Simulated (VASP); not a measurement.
Set up this calculation in VASP 6.6.1, as the native input.

```
Task                   : single point
Functional             : PBEsol
Potentials or basis    : VASP PAW PBE potentials, release 64 (Mn_pv)
Cutoff                 : 520 eV
k mesh                 : 23 × 23 × 23
Occupations            : fermi-dirac, width 0.1 eV
Spin                   : no spin polarisation
Dipole correction      : no
Further INCAR settings : ALGO = Normal; EDIFF = 1e-06; NBANDS = 12
```

The structure of Mn lies in POSCAR:

```
Mn
1.0
    2.2531874726      0.0000000000      0.0000000000
    0.0000000000      2.2531874726      0.0000000000
    0.0000000000      0.0000000000      2.2531874726
Mn
1
Direct
    0.0000000000      0.0000000000      0.0000000000
```

The input as run:

INCAR

```
PREC = Accurate ; ENCUT = 520
EDIFF = 1E-6 ; ISMEAR = -1
SIGMA = 0.1 ; LREAL = F
LASPH = T ; NELM = 60
ALGO = Normal ; ISIF = 2
LWAVE = F ; LCHARG = F
GGA = PS ; NBANDS = 12
```

KPOINTS

```
regular mesh
0
Gamma
  23 23 23
```

Potentials or basis: VASP PAW PBE potentials, release 64 (Mn_pv).

Run with:

```sh
$ cat potpaw_PBE.64/Mn_pv/POTCAR > POTCAR
$ mpirun -np 1 vasp_std > vasp.out
```

Results of the run:

* Pressure: 0.3 GPa

Caveat: the PAW data sets were made with another functional, which shifts forces and pressure a little; the run has no spin polarisation, though such a crystal can be magnetic.

Wall time 14 s on 1 thread of Intel(R) Xeon(R) 6975P-C (Granite Rapids), on a shared host, peak memory 0.15 GiB.
